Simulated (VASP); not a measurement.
Here is a VASP 6.6.1 calculation.

File INCAR:

```
PREC = Accurate
ENCUT = 520
EDIFF = 1E-7
ISMEAR = 0
SIGMA = 0.2
LREAL = F
LASPH = T
NELM = 100
ALGO = Normal
ISIF = 2
LWAVE = F
LCHARG = T
GGA = PE
LELF = T
LVHAR = T
NBANDS = 46
```

File KPOINTS:

```
regular mesh
0
Gamma
  4 4 4
```

The input POSCAR:

```
Ga4SbAs3
1.0
    5.8676540000      0.0000000000      0.0000000000
    0.0000000000      5.8676540000      0.0000000000
    0.0000000000      0.0000000000      5.8676540000
Ga Sb As
4 1 3
Direct
    0.2417920000      0.7582080000      0.7582080000
    0.2417920000      0.2417920000      0.2417920000
    0.7582080000      0.7582080000      0.2417920000
    0.7582080000      0.2417920000      0.7582080000
    0.5000000000      0.5000000000      0.5000000000
    0.0000000000      0.5000000000      0.0000000000
    0.0000000000      0.0000000000      0.5000000000
    0.5000000000      0.0000000000      0.0000000000
```

Potentials or basis: VASP PAW PBE potentials, release 64 (Ga_d, Sb, As).

Launch:

```bash
$ cat potpaw_PBE.64/Ga_d/POTCAR potpaw_PBE.64/Sb/POTCAR potpaw_PBE.64/As/POTCAR > POTCAR
$ mpirun -np 1 vasp_std > vasp.out
```

Estimate the largest force.

0.006 eV/Å.

What does it give for the band gap on the k mesh?

Zero (filled and empty bands touch).

Estimate the pressure.

0.2 GPa.

Forces on the atoms (eV/Å):
```
Ga  -0.003  0.003  0.003
Ga  -0.003 -0.003 -0.003
Ga   0.003  0.003 -0.003
Ga   0.003 -0.003  0.003
Sb   0.000  0.000  0.000
As   0.000  0.000  0.000
As   0.000  0.000  0.000
As   0.000  0.000  0.000
```

Caveat: spin-orbit coupling is left out, which moves the levels of the heavy elements.
